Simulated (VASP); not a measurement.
Set up this calculation in VASP 6.6.1, as the native input.

- Task: single point
- Functional: r2SCAN
- Potentials or basis: VASP PAW PBE potentials, release 64 (Hg, Te)
- Cutoff: 520 eV
- k mesh: 10 × 10 × 10
- Occupations: fermi-dirac, width 0.05 eV
- Spin: no spin polarisation
- Dipole correction: no
- Further INCAR settings: ALGO = Normal; EDIFF = 1e-06; NBANDS = 16

HgTe:

```
CELL_PARAMETERS angstrom
-2.98343 2.98343 1.52758
2.98343 -2.98343 1.52758
2.98343 2.98343 -1.52758
ATOMIC_POSITIONS crystal
Hg 0.75000 0.25000 0.50000
Te 0.00000 0.00000 0.00000
```

The input as run:

POSCAR

```
HgTe
1.0
   -2.9834303915      2.9834303915      1.5275763738
    2.9834303915     -2.9834303915      1.5275763738
    2.9834303915      2.9834303915     -1.5275763738
Hg Te
1 1
Direct
    0.7500000000      0.2500000000      0.5000000000
    0.0000000000      0.0000000000      0.0000000000
```

INCAR.step1

```
PREC     = Accurate       # precision mode
ENCUT    = 520            # plane-wave cutoff, eV
ISMEAR   = -1             # smearing method
SIGMA    = 0.05           # smearing width, eV
LREAL    = False          # projectors in reciprocal space
LASPH    = True           # aspherical terms in the spheres
NELM     = 100            # most SCF steps
NBANDS   = 16             # bands
GGA      = PE             # functional
ALGO     = Normal         # electronic algorithm
EDIFF    = 1E-4           # SCF threshold, eV
LWAVE    = True           # write WAVECAR
LCHARG   = False          # write CHGCAR
```

INCAR.step2

```
PREC     = Accurate       # precision mode
ENCUT    = 520            # plane-wave cutoff, eV
EDIFF    = 1E-6           # SCF threshold, eV
ISMEAR   = -1             # smearing method
SIGMA    = 0.05           # smearing width, eV
LREAL    = False          # projectors in reciprocal space
LASPH    = True           # aspherical terms in the spheres
NELM     = 100            # most SCF steps
ALGO     = Normal         # electronic algorithm
ISIF     = 2              # what is computed and relaxed
LWAVE    = False          # write WAVECAR
LCHARG   = False          # write CHGCAR
METAGGA  = R2SCAN         # meta-GGA
LMIXTAU  = True         
NBANDS   = 16             # bands
ISTART   = 1
```

KPOINTS

```
Automatic mesh
0
Gamma
  10 10 10
```

Potentials or basis: VASP PAW PBE potentials, release 64 (Hg, Te).

The run is started by

```console
$ cat potpaw_PBE.64/Hg/POTCAR potpaw_PBE.64/Te/POTCAR > POTCAR
$ cp INCAR.step1 INCAR
$ mpirun -np 1 vasp_std > vasp.out
$ cp INCAR.step2 INCAR
$ mpirun -np 1 vasp_std > vasp.out
```

It gave:

| Item | Value |
| --- | --- |
| Pressure | 2.1 GPa |
| Band gap on the k mesh | zero (bands 9 and 10 overlap by 3.86 eV) |

Caveat: the PAW data sets were made with another functional, which shifts forces and pressure a little; spin-orbit coupling is left out, which moves the levels of the heavy elements.

Run time: 6.8 min on 1 thread of Intel Xeon 8259CL, on a shared host, peak memory 0.28 GiB.
